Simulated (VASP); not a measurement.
# ZrB2 (P6/mmm) in VASP: a series of runs

Runs on ZrB2. Level: PBEsol. Tasks: single point.

Everything below comes from runs of VASP 6.6.1. Logs are shortened: lines on timing, memory, paths and dates and some standing lists are left out, and cuts for length are marked.

### 1 The cell of the first run

The structure is hexagonal, space group P6/mmm (No. 191). The conventional cell has a = 3.250 Å, b = 3.250 Å, c = 3.565 Å, α = 90.00°, β = 90.00°, γ = 120.00°. Zr (site symmetry 6/mmm) has 12 B at 2.59 Å and 6 Zr at 3.25 Å within 3.4 Å. B (site symmetry -6m2) has 3 B at 1.88 Å and 6 Zr at 2.59 Å within 2.6 Å.

### 2 Single point, PBEsol

File INCAR:

```
SYSTEM = ZrB2
PREC = Accurate
ENCUT = 520
EDIFF = 1E-6
ISMEAR = 0
SIGMA = 0.15
LREAL = .FALSE.
LASPH = .TRUE.
NELM = 100
ALGO = Normal
ISIF = 2
LWAVE = .FALSE.
LCHARG = .FALSE.
GGA = PS
NBANDS = 16
```

File KPOINTS:

```
regular mesh
0
G
  15 15 12
  0 0 0
```

File POSCAR:

```
ZrB2
1.0
    3.2495000000      0.0000000000      0.0000000000
   -1.6247500000      2.8141495496      0.0000000000
    0.0000000000      0.0000000000      3.5652000000
Zr B
1 2
Direct
    0.0000000000      0.0000000000      0.0000000000
    0.3333333333      0.6666666667      0.5000000000
    0.6666666667      0.3333333333      0.5000000000
```

Potentials or basis: VASP PAW PBE potentials, release 64 (Zr_sv, B).

On the command line:

```bash
$ cat potpaw_PBE.64/Zr_sv/POTCAR potpaw_PBE.64/B/POTCAR > POTCAR
$ mpirun -np 1 vasp_std > vasp.out
```

OUTCAR:

```text
SYSTEM = ZrB2
   PREC = Accurate
   ENCUT = 520
   EDIFF = 1E-6
   ISMEAR = 0
   LREAL = .FALSE.
   LASPH = .TRUE.
   NELM = 100
   ISIF = 2
   GGA = PS

 ion  position               nearest neighbor table
   1  0.000  0.000  0.000-   2 2.59   3 2.59   2 2.59   3 2.59   3 2.59   3 2.59   2 2.59   2 2.59
                             3 2.59   3 2.59   2 2.59   2 2.59
   2  0.333  0.667  0.500-   3 1.88   3 1.88   3 1.88   1 2.59   1 2.59   1 2.59   1 2.59   1 2.59
                             1 2.59
   3  0.667  0.333  0.500-   2 1.88   2 1.88   2 1.88   1 2.59   1 2.59   1 2.59   1 2.59   1 2.59
                             1 2.59

  LATTYP: Found a hexagonal cell.
 ALAT       =     3.2495000000
 C/A-ratio  =     1.0971534082

  Lattice vectors:

 A1 = (   3.2495000000,   0.0000000000,   0.0000000000)
 A2 = (  -1.6247500000,   2.8141495496,   0.0000000000)
 A3 = (   0.0000000000,   0.0000000000,   3.5652000000)

Analysis of symmetry for initial positions (statically):
=====================================================================
 Subroutine PRICEL returns:
 Original cell was already a primitive cell.

 Routine SETGRP: Setting up the symmetry group for a
 hexagonal supercell.

 Subroutine GETGRP returns: Found 24 space group operations
 (whereof 24 operations were pure point group operations)
 out of a pool of 24 trial point group operations.

The static configuration has the point symmetry D_6h.

Analysis of symmetry for dynamics (positions and initial velocities):
=====================================================================
 Subroutine PRICEL returns:
 Original cell was already a primitive cell.

 Routine SETGRP: Setting up the symmetry group for a
 hexagonal supercell.

 Subroutine GETGRP returns: Found 24 space group operations
 (whereof 24 operations were pure point group operations)
 out of a pool of 24 trial point group operations.

The dynamic configuration has the point symmetry D_6h.

 Subroutine INISYM returns: Found 24 space group operations
 (whereof 24 operations are pure point group operations),
 and found     1 'primitive' translations

----------------------------------------------------------------------------------------

                                     Primitive cell

  volume of cell :      32.6023

  direct lattice vectors                    reciprocal lattice vectors
     3.249500000  0.000000000  0.000000000     0.307739652  0.177673571  0.000000000
    -1.624750000  2.814149550  0.000000000     0.000000000  0.355347142  0.000000000
     0.000000000  0.000000000  3.565200000     0.000000000  0.000000000  0.280489173

  length of vectors
     3.249500000  3.249500000  3.565200000     0.355347142  0.355347142  0.280489173

  position of ions in fractional coordinates (direct lattice)
     0.000000000  0.000000000  0.000000000
     0.333333333  0.666666667  0.500000000
     0.666666667  0.333333333  0.500000000

  ion indices of the primitive-cell ions
   primitive index   ion index
                 1           1
                 2           2
                 3           3

----------------------------------------------------------------------------------------

 KPOINTS: regular mesh

Automatic generation of k-mesh.
 Grid dimensions read from file:
 generate k-points for:   15   15   12

 Generating k-lattice:

  Cartesian coordinates                     Fractional coordinates (reciprocal lattice)
     0.020515977  0.011844905  0.000000000     0.066666667  0.000000000  0.000000000
     0.000000000  0.023689809  0.000000000     0.000000000  0.066666667  0.000000000
     0.000000000  0.000000000  0.023374098     0.000000000  0.000000000  0.083333333

  Length of vectors
     0.023689809  0.023689809  0.023374098

  Shift w.r.t. Gamma in fractional coordinates (k-lattice)
     0.000000000  0.000000000  0.000000000

 Subroutine IBZKPT returns following result:
 ===========================================

 Found    189 irreducible k-points:

 Following reciprocal coordinates:
            Coordinates               Weight
  0.000000  0.000000  0.000000      1.000000
  0.066667 -0.000000  0.000000      6.000000
  0.133333 -0.000000  0.000000      6.000000
  0.200000  0.000000  0.000000      6.000000
  0.266667 -0.000000  0.000000      6.000000
  0.333333  0.000000  0.000000      6.000000
[... 16 lines left out ...]
  0.333333  0.200000  0.000000     12.000000
  0.400000  0.200000  0.000000      6.000000
 [... further k-points ...]
   k-points           NKPTS =    189   k-points in BZ     NKDIM =    189   number of bands    NBANDS=     16
   number of dos      NEDOS =    301   number of ions     NIONS =      3
   total plane-waves  NPLWV =  16128
   dimension x,y,z NGX =    24 NGY =   24 NGZ =   28
   dimension x,y,z NGXF=    48 NGYF=   48 NGZF=   56
   ions per type =               1   2
   NGX,Y,Z   is equivalent  to a cutoff of  12.28, 12.28, 13.06 a.u.
   NGXF,Y,Z  is equivalent  to a cutoff of  24.56, 24.56, 26.11 a.u.
 SYSTEM =  ZrB2
   PREC   = accura    normal or accurate (medium, high low for compatibility)
   ISTART =      0    job   : 0-new  1-cont  2-samecut
   ICHARG =      2    charge: 1-file 2-atom 10-const
   ISPIN  =      1    spin polarized calculation?
   LNONCOLLINEAR =      F non collinear calculations
   LSORBIT =      F    spin-orbit coupling
   LASPH  =      T    aspherical Exc in radial PAW
   ENCUT  =  520.0 eV  38.22 Ry    6.18 a.u.   6.04  6.04  6.63*2*pi/ulx,y,z
   NELM   =    100;   NELMIN=  2; NELMDL= -5     # of ELM steps
   EDIFF  = 0.1E-05   stopping-criterion for ELM
   LREAL  =      F    real-space projection
   EDIFFG = 0.1E-04   stopping-criterion for IOM
   NSW    =      0    number of steps for IOM
   IBRION =     -1    ionic relax: 0-MD 1-quasi-New 2-CG
   NFREE  =      0    steps in history (QN), initial steepest desc. (CG)
   ISIF   =      2    stress and relaxation
   ISYM   =      2    0-nonsym 1-usesym 2-fastsym
   POTIM  = 0.5000    time-step for ionic-motion
   TEBEG  =    0.0;   TEEND  =   0.0 temperature during run
   PSTRESS=    0.0 pullay stress
   NELECT =      18.0000    total number of electrons
   NUPDOWN=      -1.0000    fix difference up-down
   EMIN   =  10.00;   EMAX   =-10.00  energy-range for DOS
   EFERMI =   0.00;   METHOD = LEGACY
   ISMEAR =     0;   SIGMA  =   0.15  broadening in eV -4-tet -1-fermi 0-gaus
   EFERMI_NEDOS =   21; number of points for ismear=-14 and -15
   IALGO  =     38    algorithm
   IMIX   =      4    mixing-type and parameters
     AMIX     =   0.40;   BMIX     =  1.00
     AMIX_MAG =   1.60;   BMIX_MAG =  1.00
  volume/ion in A,a.u.               =      10.87        73.34
  Fermi-wavevector in a.u.,A,eV,Ry     =   1.343022  2.537944 24.540939  1.803708
  Thomas-Fermi vector in A             =   2.471129
   LORBIT       =      0    0 simple, 1 ext, 2 COOP (PROOUT), +10 PAW based schemes
   GGA     = PS    functional components
   LHFCALC =     F    Hartree Fock is set to
   AEXX    =    0.0000 exact exchange contribution
   IVDW    =     0    specifies the selected vdW correction
   LEPSILON=     F    determine dielectric tensor
   LRPA    =     F    only Hartree local field effects (RPA)
 non-spin polarized calculation
 Gauss-broadening in eV      SIGMA  =   0.15
  energy-cutoff  :      520.00
  volume of cell :       32.60
 maximum number of plane-waves:       900
   NGX = 13   NGY = 13   NGZ = 13

 number of electron      18.0000000 magnetization

 Free energy of the ion-electron system (eV)
  ---------------------------------------------------
  ext. energy  EPLUGINS =         0.00000000
  ---------------------------------------------------
  free energy    TOTEN  =       -26.27445586 eV

  energy without entropy =      -26.27149704  energy(sigma->0) =      -26.27297645

 E-fermi :   9.7958     XC(G=0): -12.2685

 val. band max:        9.7411011008   @ k =   0.0667   0.0667   0.4167
 cond. band min:       9.8323941811   @ k =   0.1333   0.1333   0.2500
 fundamental gap:      0.0912930803
 Fermi energy:         9.7957552982

 k-point     1 :       0.0000    0.0000    0.0000
  band No.  band energies     occupation
      1     -38.8813      2.00000
      2     -17.0632      2.00000
      3     -16.6094      2.00000
      4     -16.6094      2.00000
      5      -2.6090      2.00000
      6       7.1838      2.00000
[... 8 lines left out ...]
     15      14.5995      0.00000
     16      14.5995      0.00000

 k-point     2 :       0.0667   -0.0000    0.0000
  band No.  band energies     occupation
      1     -38.8776      2.00000
      2     -17.0575      2.00000
      3     -16.6440      2.00000
      4     -16.6170      2.00000
      5      -2.5247      2.00000
      6       6.9208      2.00000
[... 8 lines left out ...]
     15      15.0148      0.00000
     16      15.2434      0.00000

 k-point     3 :       0.1333   -0.0000    0.0000
  band No.  band energies     occupation
      1     -38.8671      2.00000
      2     -17.0413      2.00000
      3     -16.7405      2.00000
      4     -16.6383      2.00000
      5      -2.2776      2.00000
      6       6.2554      2.00000
[... 8 lines left out ...]
     15      15.5162      0.00000
     16      16.3454      0.00000

 k-point     4 :       0.2000    0.0000    0.0000
  band No.  band energies     occupation
      1     -38.8516      2.00000
      2     -17.0173      2.00000
      3     -16.8798      2.00000
      4     -16.6696      2.00000
      5      -1.8822      2.00000
      6       5.3924      2.00000
[... 8 lines left out ...]
     15      16.1938      0.00000
     16      16.7270      0.00000
[... 324 lines left out ...]
 k-point    22 :       0.2667    0.2000    0.0000
  band No.  band energies     occupation
      1     -38.7998      2.00000
      2     -17.2151      2.00000
      3     -16.9368      2.00000
      4     -16.8856      2.00000
      5       0.0927      2.00000
      6       3.2146      2.00000
[... 8 lines left out ...]
     15      17.1063      0.00000
     16      18.8265      0.00000

 k-point    23 :       0.3333    0.2000    0.0000
  band No.  band energies     occupation
      1     -38.7911      2.00000
      2     -17.2571      2.00000
      3     -16.9330      2.00000
      4     -16.9234      2.00000
      5       0.8406      2.00000
      6       2.4572      2.00000
[... 8 lines left out ...]
     15      18.1340      0.00000
     16      18.9427      0.00000

 k-point    24 :       0.4000    0.2000    0.0000
  band No.  band energies     occupation
      1     -38.7881      2.00000
      2     -17.2713      2.00000
      3     -16.9504      2.00000
      4     -16.9186      2.00000
      5       1.6340      2.00000
      6       1.6520      2.00000
[... 8 lines left out ...]
     15      18.6018      0.00000
     16      18.7833      0.00000

 [... further k-points ...]

------------------------ aborting loop because EDIFF is reached ----------------------------------------

  FORCE on cell =-STRESS in cart. coord.  units (eV):
  Direction    XX          YY          ZZ          XY          YZ          ZX
  --------------------------------------------------------------------------------------
  -------------------------------------------------------------------------------------
  Total       -3.6817986     -3.6817986     -2.5750844      0.0000000      0.0000000     -0.0000000
  in kB     -180.9351744   -180.9351744   -126.5477552      0.0000000      0.0000000     -0.0000000
  external PRESSURE =    -162.8060347 kB  Pullay stress =       0.0000000 kB

 VOLUME and BASIS-vectors are now :
 -----------------------------------------------------------------------------
  energy-cutoff  :      520.00
  volume of cell :       32.60
      direct lattice vectors                 reciprocal lattice vectors
     3.249500000  0.000000000  0.000000000     0.307739652  0.177673571  0.000000000
    -1.624750000  2.814149550  0.000000000     0.000000000  0.355347142  0.000000000
     0.000000000  0.000000000  3.565200000     0.000000000  0.000000000  0.280489173

 POSITION                                       TOTAL-FORCE (eV/Angst)
 -----------------------------------------------------------------------------------
      0.00000      0.00000      0.00000         0.000000      0.000000      0.000000
     -0.00000      1.87610      1.78260        -0.000000      0.000000      0.000000
      1.62475      0.93805      1.78260         0.000000     -0.000000      0.000000
 -----------------------------------------------------------------------------------
    total drift:                               -0.000000      0.000000      0.000000

  FREE ENERGIE OF THE ION-ELECTRON SYSTEM (eV)
  ---------------------------------------------------
  free  energy   TOTEN  =       -26.2744558614 eV

  energy  without entropy=      -26.2714970441  energy(sigma->0) =      -26.27297645
```

Run time: 68 s. Hardware: 1 thread of AMD EPYC 7R13 (Zen 3), shared host; peak memory 0.19 GiB.

What came out:

- Free energy: -26.2745 eV
- Pressure: -16.3 GPa
- Band gap on the k mesh: zero (bands 9 and 10 overlap by 0.78 eV)

Levels at points of the mesh, in eV from the Fermi level:
```
           k point  band 7  band 8  band 9  band 10  band 11  band 12
(0.00, 0.00, 0.00)   -2.61   -2.44   -2.22     3.12     3.12     4.03
(0.00, 0.00, 0.50)   -0.98   -0.98    0.15     0.15     0.71     0.71
```

Caveat: the cell stands under tension; the PAW data sets were made with another functional, which shifts forces and pressure a little.

### 3 Single point, PBEsol

This run uses another cell than the first one, of 11.05 Å³/atom.

File INCAR:

```
PREC     = Accurate       # precision mode
ENCUT    = 520            # plane-wave cutoff, eV
EDIFF    = 1E-7           # SCF threshold, eV
ISMEAR   = 0              # smearing method
SIGMA    = 0.15           # smearing width, eV
LREAL    = False          # projectors in reciprocal space
LASPH    = True           # aspherical terms in the spheres
NELM     = 80             # most SCF steps
ALGO     = Normal         # electronic algorithm
ISIF     = 2              # what is computed and relaxed
LWAVE    = False          # write WAVECAR
LCHARG   = True           # write CHGCAR
GGA      = PS             # functional
LELF     = True           # ELF
LVHAR    = True         
NBANDS   = 16             # bands
```

File KPOINTS:

```
Automatic mesh
0
Gamma
  15 15 12
```

POSCAR: that of step 2 with these lines changed.

```diff
@@ -4,3 +4,3 @@
    -1.6247500000      2.8141495496      0.0000000000
-    0.0000000000      0.0000000000      3.5652000000
+    0.0000000000      0.0000000000      3.6236000000
 Zr B
```

Potentials or basis: VASP PAW PBE potentials, release 64 (Zr_sv, B).

On the command line:

```bash
$ cat potpaw_PBE.64/Zr_sv/POTCAR potpaw_PBE.64/B/POTCAR > POTCAR
$ mpirun -np 1 vasp_std > vasp.out
```

Wall time 70 s (1 thread of AMD EPYC 7R13 (Zen 3), shared host); peak memory 0.19 GiB.

Results (log left out):

```
Free energy            : -26.2230 eV
Pressure               : -19.0 GPa
Band gap on the k mesh : zero (bands 9 and 10 overlap by 0.90 eV)
```

Stress tensor (GPa, compression positive):
```
-19.28   0.00   0.00
  0.00 -19.28   0.00
  0.00   0.00 -18.32
```

Levels at points of the mesh, in eV from the Fermi level:
| k point | band 7 | band 8 | band 9 | band 10 | band 11 | band 12 |
| --- | --- | --- | --- | --- | --- | --- |
| (0.00, 0.00, 0.00) | -2.46 | -2.45 | -2.34 | 3.07 | 3.07 | 3.84 |
| (0.00, 0.00, 0.50) | -0.89 | -0.89 | 0.30 | 0.30 | 0.72 | 0.72 |

Caveat: the cell stands under tension; the PAW data sets were made with another functional, which shifts forces and pressure a little.

[end of part 1 of 2]
